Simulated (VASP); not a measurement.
# As (P-3m1) in VASP: a series of runs

Runs on As. Level: PBE. Tasks: single point.

Everything below comes from runs of VASP 6.6.1. Logs are shortened: lines on timing, memory, paths and dates and some standing lists are left out, and cuts for length are marked.

## (1) The cell of the first run

The structure is trigonal, space group P-3m1 (No. 164). The conventional cell has a = 3.728 Å, b = 3.728 Å, c = 8.969 Å, α = 90.00°, β = 90.00°, γ = 120.00°. As (site symmetry 3m) has 3 As at 2.53 Å within 3.3 Å. Within 3.3 Å of As (site symmetry 3m) lie 6 As at 2.53 to 3.17 Å.

The cell was generated, and may not be a known phase.

## (2) Single point, PBE

File INCAR:

```
SYSTEM = As
PREC     = Accurate       ! precision mode
ENCUT    = 510            ! plane-wave cutoff, eV
EDIFF    = 1E-6           ! SCF threshold, eV
ISMEAR   = 0              ! smearing method
SIGMA    = 0.1            ! smearing width, eV
LREAL    = .FALSE.        ! projectors in reciprocal space
LASPH    = .TRUE.         ! aspherical terms in the spheres
NELM     = 120            ! most SCF steps
ALGO     = Normal         ! electronic algorithm
ISIF     = 2              ! what is computed and relaxed
LWAVE    = .FALSE.        ! write WAVECAR
LCHARG   = .FALSE.        ! write CHGCAR
GGA      = PE             ! functional
NBANDS   = 38             ! bands
GGA_COMPAT= .FALSE.
```

File KPOINTS:

```
regular mesh
0
G
  6 6 4
  0 0 0
```

File POSCAR:

```
As
1.0
    3.7278831778      0.0000000000      0.0000000000
   -1.8639415889      3.2284415343      0.0000000000
    0.0000000000      0.0000000000      8.9687289911
As
4
Direct
    0.0000000000      0.0000000000      0.7775784236
    0.0000000000      0.0000000000      0.2224215764
    0.3333333333      0.6666666667      0.6296809590
    0.6666666667      0.3333333333      0.3703190410
```

Potentials or basis: VASP PAW PBE potentials, release 64 (As_d).

Launch:

```bash
cat potpaw_PBE.64/As_d/POTCAR > POTCAR
mpirun -np 1 vasp_std > vasp.out
```

OUTCAR:

```text
SYSTEM = As
   PREC = Accurate
   ENCUT = 510
   EDIFF = 1E-6
   ISMEAR = 0
   LREAL = .FALSE.
   LASPH = .TRUE.
   NELM = 120
   ISIF = 2
   GGA = PE

 ion  position               nearest neighbor table
   1  0.000  0.000  0.778-   3 2.53   3 2.53   3 2.53
   2  0.000  0.000  0.222-   4 2.53   4 2.53   4 2.53
   3  0.333  0.667  0.630-   1 2.53   1 2.53   1 2.53
   4  0.667  0.333  0.370-   2 2.53   2 2.53   2 2.53

  LATTYP: Found a hexagonal cell.
 ALAT       =     3.7278831778
 C/A-ratio  =     2.4058503347

  Lattice vectors:

 A1 = (   3.7278831778,   0.0000000000,   0.0000000000)
 A2 = (  -1.8639415889,   3.2284415343,   0.0000000000)
 A3 = (   0.0000000000,   0.0000000000,   8.9687289911)

Analysis of symmetry for initial positions (statically):
=====================================================================
 Subroutine PRICEL returns:
 Original cell was already a primitive cell.

 Routine SETGRP: Setting up the symmetry group for a
 hexagonal supercell.

 Subroutine GETGRP returns: Found 12 space group operations
 (whereof 12 operations were pure point group operations)
 out of a pool of 24 trial point group operations.

The static configuration has the point symmetry D_3d.

Analysis of symmetry for dynamics (positions and initial velocities):
=====================================================================
 Subroutine PRICEL returns:
 Original cell was already a primitive cell.

 Routine SETGRP: Setting up the symmetry group for a
 hexagonal supercell.

 Subroutine GETGRP returns: Found 12 space group operations
 (whereof 12 operations were pure point group operations)
 out of a pool of 24 trial point group operations.

The dynamic configuration has the point symmetry D_3d.

 Subroutine INISYM returns: Found 12 space group operations
 (whereof 12 operations are pure point group operations),
 and found     1 'primitive' translations

----------------------------------------------------------------------------------------

                                     Primitive cell

  volume of cell :     107.9409

  direct lattice vectors                    reciprocal lattice vectors
     3.727883178  0.000000000  0.000000000     0.268248749  0.154873488  0.000000000
    -1.863941589  3.228441534  0.000000000     0.000000000  0.309746975  0.000000000
     0.000000000  0.000000000  8.968728991     0.000000000  0.000000000  0.111498519

  length of vectors
     3.727883178  3.727883178  8.968728991     0.309746975  0.309746975  0.111498519

  position of ions in fractional coordinates (direct lattice)
     0.000000000  0.000000000  0.777578424
     0.000000000  0.000000000  0.222421576
     0.333333333  0.666666667  0.629680959
     0.666666667  0.333333333  0.370319041

  ion indices of the primitive-cell ions
   primitive index   ion index
                 1           1
                 2           2
                 3           3
                 4           4

----------------------------------------------------------------------------------------

 KPOINTS: regular mesh

Automatic generation of k-mesh.
 Grid dimensions read from file:
 generate k-points for:    6    6    4

 Generating k-lattice:

  Cartesian coordinates                     Fractional coordinates (reciprocal lattice)
     0.044708125  0.025812248  0.000000000     0.166666667  0.000000000  0.000000000
     0.000000000  0.051624496  0.000000000     0.000000000  0.166666667  0.000000000
     0.000000000  0.000000000  0.027874630     0.000000000  0.000000000  0.250000000

  Length of vectors
     0.051624496  0.051624496  0.027874630

  Shift w.r.t. Gamma in fractional coordinates (k-lattice)
     0.000000000  0.000000000  0.000000000

 Subroutine IBZKPT returns following result:
 ===========================================

 Found     24 irreducible k-points:

 Following reciprocal coordinates:
            Coordinates               Weight
  0.000000  0.000000  0.000000      1.000000
  0.166667 -0.000000  0.000000      6.000000
  0.333333 -0.000000  0.000000      6.000000
  0.500000  0.000000  0.000000      3.000000
  0.166667  0.166667  0.000000      6.000000
  0.333333  0.166667  0.000000     12.000000
[... 16 lines left out ...]
  0.333333  0.166667  0.500000     12.000000
  0.333333  0.333333  0.500000      2.000000
   k-points           NKPTS =     24   k-points in BZ     NKDIM =     24   number of bands    NBANDS=     38
   number of dos      NEDOS =    301   number of ions     NIONS =      4
   total plane-waves  NPLWV =  54880
   dimension x,y,z NGX =    28 NGY =   28 NGZ =   70
   dimension x,y,z NGXF=    56 NGYF=   56 NGZF=  140
   ions per type =               4
   NGX,Y,Z   is equivalent  to a cutoff of  12.49, 12.49, 12.98 a.u.
   NGXF,Y,Z  is equivalent  to a cutoff of  24.97, 24.97, 25.95 a.u.
 SYSTEM =  As
   PREC   = accura    normal or accurate (medium, high low for compatibility)
   ISTART =      0    job   : 0-new  1-cont  2-samecut
   ICHARG =      2    charge: 1-file 2-atom 10-const
   ISPIN  =      1    spin polarized calculation?
   LNONCOLLINEAR =      F non collinear calculations
   LSORBIT =      F    spin-orbit coupling
   LASPH  =      T    aspherical Exc in radial PAW
   ENCUT  =  510.0 eV  37.48 Ry    6.12 a.u.   6.86  6.86 16.51*2*pi/ulx,y,z
   NELM   =    120;   NELMIN=  2; NELMDL= -5     # of ELM steps
   EDIFF  = 0.1E-05   stopping-criterion for ELM
   LREAL  =      F    real-space projection
   EDIFFG = 0.1E-04   stopping-criterion for IOM
   NSW    =      0    number of steps for IOM
   IBRION =     -1    ionic relax: 0-MD 1-quasi-New 2-CG
   NFREE  =      0    steps in history (QN), initial steepest desc. (CG)
   ISIF   =      2    stress and relaxation
   ISYM   =      2    0-nonsym 1-usesym 2-fastsym
   POTIM  = 0.5000    time-step for ionic-motion
   TEBEG  =    0.0;   TEEND  =   0.0 temperature during run
   PSTRESS=    0.0 pullay stress
   NELECT =      60.0000    total number of electrons
   NUPDOWN=      -1.0000    fix difference up-down
   EMIN   =  10.00;   EMAX   =-10.00  energy-range for DOS
   EFERMI =   0.00;   METHOD = LEGACY
   ISMEAR =     0;   SIGMA  =   0.10  broadening in eV -4-tet -1-fermi 0-gaus
   EFERMI_NEDOS =   21; number of points for ismear=-14 and -15
   IALGO  =     38    algorithm
   IMIX   =      4    mixing-type and parameters
     AMIX     =   0.40;   BMIX     =  1.00
     AMIX_MAG =   1.60;   BMIX_MAG =  1.00
  volume/ion in A,a.u.               =      26.99       182.11
  Fermi-wavevector in a.u.,A,eV,Ry     =   1.346056  2.543677 24.651953  1.811867
  Thomas-Fermi vector in A             =   2.473919
   LORBIT       =      0    0 simple, 1 ext, 2 COOP (PROOUT), +10 PAW based schemes
   GGA     = PE    functional components
   LHFCALC =     F    Hartree Fock is set to
   AEXX    =    0.0000 exact exchange contribution
   IVDW    =     0    specifies the selected vdW correction
   LEPSILON=     F    determine dielectric tensor
   LRPA    =     F    only Hartree local field effects (RPA)
 non-spin polarized calculation
 Gauss-broadening in eV      SIGMA  =   0.10
  energy-cutoff  :      510.00
  volume of cell :      107.94
 maximum number of plane-waves:      2846
   NGX = 13   NGY = 13   NGZ = 33

 number of electron      60.0000008 magnetization

 Free energy of the ion-electron system (eV)
  ---------------------------------------------------
  ext. energy  EPLUGINS =         0.00000000
  ---------------------------------------------------
  free energy    TOTEN  =       -18.65388694 eV

  energy without entropy =      -18.65324375  energy(sigma->0) =      -18.65356534

 E-fermi :   2.1069     XC(G=0):  -9.2393

 val. band max:        2.0389845519   @ k =   0.0000   0.0000   0.0000
 cond. band min:       2.2415107679   @ k =   0.0000   0.3333   0.2500
 fundamental gap:      0.2025262160
 Fermi energy:         2.1068643807

 k-point     1 :       0.0000    0.0000    0.0000
  band No.  band energies     occupation
      1     -34.0826      2.00000
      2     -34.0826      2.00000
      3     -34.0769      2.00000
      4     -34.0769      2.00000
      5     -34.0478      2.00000
      6     -34.0478      2.00000
[... 30 lines left out ...]
     37       8.4377      0.00000
     38       9.1054      0.00000

 k-point     2 :       0.1667   -0.0000    0.0000
  band No.  band energies     occupation
      1     -34.0820      2.00000
      2     -34.0782      2.00000
      3     -34.0762      2.00000
      4     -34.0737      2.00000
      5     -34.0469      2.00000
      6     -34.0465      2.00000
[... 30 lines left out ...]
     37       7.7357      0.00000
     38       9.1707      0.00000

 k-point     3 :       0.3333   -0.0000    0.0000
  band No.  band energies     occupation
      1     -34.0806      2.00000
      2     -34.0747      2.00000
      3     -34.0698      2.00000
      4     -34.0675      2.00000
      5     -34.0434      2.00000
      6     -34.0432      2.00000
[... 30 lines left out ...]
     37       7.7664      0.00000
     38       9.2052      0.00000

 k-point     4 :       0.5000    0.0000    0.0000
  band No.  band energies     occupation
      1     -34.0799      2.00000
      2     -34.0738      2.00000
      3     -34.0666      2.00000
      4     -34.0642      2.00000
      5     -34.0418      2.00000
      6     -34.0396      2.00000
[... 30 lines left out ...]
     37       7.5587      0.00000
     38       9.0479      0.00000
[... 703 lines left out ...]
      4     -34.0688      2.00000
      5     -34.0448      2.00000
      6     -34.0441      2.00000
[... 30 lines left out ...]
     37       7.7690      0.00000
     38       7.9089      0.00000

 k-point    23 :       0.3333    0.1667    0.5000
  band No.  band energies     occupation
      1     -34.0795      2.00000
      2     -34.0767      2.00000
      3     -34.0649      2.00000
      4     -34.0617      2.00000
      5     -34.0420      2.00000
      6     -34.0409      2.00000
[... 30 lines left out ...]
     37       7.9983      0.00000
     38       9.2062      0.00000

 k-point    24 :       0.3333    0.3333    0.5000
  band No.  band energies     occupation
      1     -34.0785      2.00000
      2     -34.0785      2.00000
      3     -34.0618      2.00000
      4     -34.0581      2.00000
      5     -34.0404      2.00000
      6     -34.0403      2.00000
[... 30 lines left out ...]
     37       9.4093      0.00000
     38       9.4771      0.00000

------------------------ aborting loop because EDIFF is reached ----------------------------------------

  FORCE on cell =-STRESS in cart. coord.  units (eV):
  Direction    XX          YY          ZZ          XY          YZ          ZX
  --------------------------------------------------------------------------------------
  -------------------------------------------------------------------------------------
  Total        0.1008806      0.1008806      0.1612493      0.0000000      0.0000000      0.0000000
  in kB        1.4973803      1.4973803      2.3934386      0.0000000      0.0000000      0.0000000
  external PRESSURE =       1.7960664 kB  Pullay stress =       0.0000000 kB

 VOLUME and BASIS-vectors are now :
 -----------------------------------------------------------------------------
  energy-cutoff  :      510.00
  volume of cell :      107.94
      direct lattice vectors                 reciprocal lattice vectors
     3.727883178  0.000000000  0.000000000     0.268248749  0.154873488  0.000000000
    -1.863941589  3.228441534  0.000000000     0.000000000  0.309746975  0.000000000
     0.000000000  0.000000000  8.968728991     0.000000000  0.000000000  0.111498519

 POSITION                                       TOTAL-FORCE (eV/Angst)
 -----------------------------------------------------------------------------------
      0.00000      0.00000      6.97389         0.000000      0.000000      0.032649
      0.00000      0.00000      1.99484        -0.000000      0.000000     -0.032649
     -0.00000      2.15229      5.64744        -0.000000      0.000000     -0.035192
      1.86394      1.07615      3.32129         0.000000     -0.000000      0.035192
 -----------------------------------------------------------------------------------
    total drift:                               -0.000000      0.000000      0.000000

  FREE ENERGIE OF THE ION-ELECTRON SYSTEM (eV)
  ---------------------------------------------------
  free  energy   TOTEN  =       -18.6538869391 eV

  energy  without entropy=      -18.6532437467  energy(sigma->0) =      -18.65356534
```

Wall time 41 s (1 thread of AMD EPYC 9R45 (Zen 5), shared host); peak memory 0.21 GiB.

Results:

| Property | Result |
| --- | --- |
| Free energy | -18.6539 eV |
| Pressure | 0.2 GPa |
| Largest force | 0.035 eV/Å |

Forces in eV/Å, atoms in the order of the input:
```
As   0.000  0.000  0.033
As   0.000  0.000 -0.033
As   0.000  0.000 -0.035
As   0.000  0.000  0.035
```

Caveat: this functional lacks dispersion, which binds layers or chains, so the pressure and a relaxed spacing across them are unreliable.

## (3) Single point, PBE

This run uses another cell than the first one: it holds 8 atoms, not 4.

File INCAR:

```
SYSTEM = As
PREC = Accurate
ENCUT = 510
EDIFF = 1E-6
ISMEAR = 0
SIGMA = 0.1
LREAL = .False.
LASPH = .True.
NELM = 120
ALGO = Normal
ISIF = 2
LWAVE = .False.
LCHARG = .False.
GGA = PE
NBANDS = 70
GGA_COMPAT = .False.
```

File KPOINTS:

```
regular mesh
0
Gamma
  4 2 1
  0 0 0
```

File POSCAR:

```
As
1.0
    1.8041395574     -3.1248613774      0.0000000000
   -5.4124186722     -3.1248613774      0.0000000000
    0.0000000000      0.0000000000    -12.0291915137
As
8
Direct
    0.0000000000      0.0000000000      0.2003335126
    0.5000000000      0.5000000000      0.2003335126
    0.0000000000      0.0000000000      0.7996664874
    0.5000000000      0.5000000000      0.7996664874
    0.5000000000      0.8333333333      0.3159339450
    1.0000000000      0.3333333333      0.3159339450
    0.0000000000      0.6666666667      0.6840660550
    0.5000000000      0.1666666667      0.6840660550
```

Potentials or basis: VASP PAW PBE potentials, release 64 (As_d).

Launch:

```bash
cat potpaw_PBE.64/As_d/POTCAR > POTCAR
mpirun -np 1 vasp_std > vasp.out
```

Run time: 2.9 min. Hardware: 1 thread of Intel Xeon Platinum 8259CL at 2.50GHz (Skylake/Cascade Lake), shared host; peak memory 0.35 GiB.

Results (log left out):

```
Free energy            : -37.1557 eV
Pressure               : 0.3 GPa
Largest force          : 0.042 eV/Å
Band gap on the k mesh : 1.62 eV
```

Forces on the atoms (eV/Å):
```
As  -0.019 -0.011  0.029
As  -0.019 -0.011  0.029
As   0.019  0.011 -0.029
As   0.019  0.011 -0.029
As   0.020  0.011 -0.035
As   0.020  0.011 -0.035
As  -0.020 -0.011  0.035
As  -0.020 -0.011  0.035
```

Stress tensor (GPa, compression positive):
```
-0.03 -0.65 -0.05
-0.65  0.72 -0.03
-0.05 -0.03  0.20
```

Levels at points of the mesh, in eV from the valence-band top:
```
           k point  band 58  band 59  band 60  band 61  band 62  band 63
(0.00, 0.00, 0.00)    -0.03    -0.03    -0.02     1.69     1.90     1.99
(0.50, 0.00, 0.00)    -1.15    -0.99    -0.99     2.60     2.60     2.66
(0.00, 0.50, 0.00)    -0.70    -0.17    -0.17     1.62     1.62     1.87
(0.50, 0.50, 0.00)    -1.62    -1.52    -1.52     1.90     1.90     1.99
```

Caveat: the k points lie up to 0.52 Å⁻¹ apart; this functional lacks dispersion, which binds layers or chains, so the pressure and a relaxed spacing across them are unreliable. A k mesh can miss the band edges.
